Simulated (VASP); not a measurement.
Runs of VASP 6.6.1 on Nb. The structure is that of space group Im-3m (No. 229), or close to it. The cells are those of the table. 

```tsv
task	cell	k mesh	cutoff (eV)	gap on the mesh (eV)	pressure (GPa)	relaxed volume (Å³/atom)
single point	a = 2.829 Å, angles 109.5°, 1 atom	18 × 18 × 18	520	none	-0.3	-
relaxation of cell and atoms	relaxed from a = 2.882 Å, angles 109.5°, 1 atom	8 × 8 × 8	500	none	-0.4	17.49
relaxation of cell and atoms	relaxed from a = 2.832 Å, angles 109.5°, 1 atom	18 × 18 × 18	600	none	0.0	(a)
single point	a = 2.832 Å, angles 109.5°, 1 atom	8 × 8 × 8	500	none	-0.3	-
single point	a = 2.882 Å, angles 109.5°, 1 atom	8 × 8 × 8	500	none	-9.2	-
```

Alike in all rows: level PBE+D3(BJ); potentials or basis VASP PAW PBE potentials, release 64 (Nb_sv); no spin polarisation; smearing gaussian 0.1 eV.

Q: Estimate the missing entries.

A: (a) 17.40.

Caveats: pairwise dispersion overbinds metals, which lowers pressure and volume.

A k mesh can miss the band edges, and the runs leave out spin-orbit coupling on Nb.

A gap of «none» marks levels without a gap at the run's occupations.
